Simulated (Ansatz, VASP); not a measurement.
## C: VASP beside Ansatz

```xyz
10
Lattice="-2.5113 0.0000 0.0000 -1.2557 -2.1749 0.0000 0.7534 0.7250 10.3360" Properties=species:S:1:pos:R:3 pbc="T T T"
C     1.0042    0.5798    9.0352
C    -2.7628   -1.5951    7.4961
C    -0.2515   -0.1452    1.3001
C    -2.7628   -1.5951    4.8953
C    -0.2515   -0.1452    2.8404
C    -2.7628   -1.5951    3.3550
C    -0.2515   -0.1452    9.5531
C    -1.5072   -0.8702    6.9783
C    -1.5072   -0.8702    0.7824
C    -1.5072   -0.8702    5.4130
```

Alike in both runs: task single point; functional r2SCAN; k mesh 10 × 10 × 3; occupations gaussian, width 0.05 eV; no spin polarisation.

|  | VASP | Ansatz |
| --- | --- | --- |
| version | VASP 6.6.1 | Ansatz 0.2.0 |
| potentials or method | VASP PAW PBE potentials, release 64 (C), cutoff 520 eV | scalar-relativistic, plane waves, PAW |
| valence electrons in the cell | 40 | 40 |

```tsv
	VASP	Ansatz	Ansatz less VASP
gap on the k mesh at the Fermi level (eV)	3.89	3.91	+0.022
least direct gap on the mesh (eV)	5.09	5.13	+0.041
pressure (GPa)	1.3	0.2	-1.10
traceless stress, the component that is largest in VASP (GPa)	22.23	22.26	+0.023
rms of the force components (eV/Å)	0.907	0.911	+0.0042
```

VASP's potentials were made for PBE, not for r2SCAN. Atom by atom the forces differ by 0.008 eV/Å (rms over components). The functional is the same, so the differences come from potentials, cutoffs and numerics.
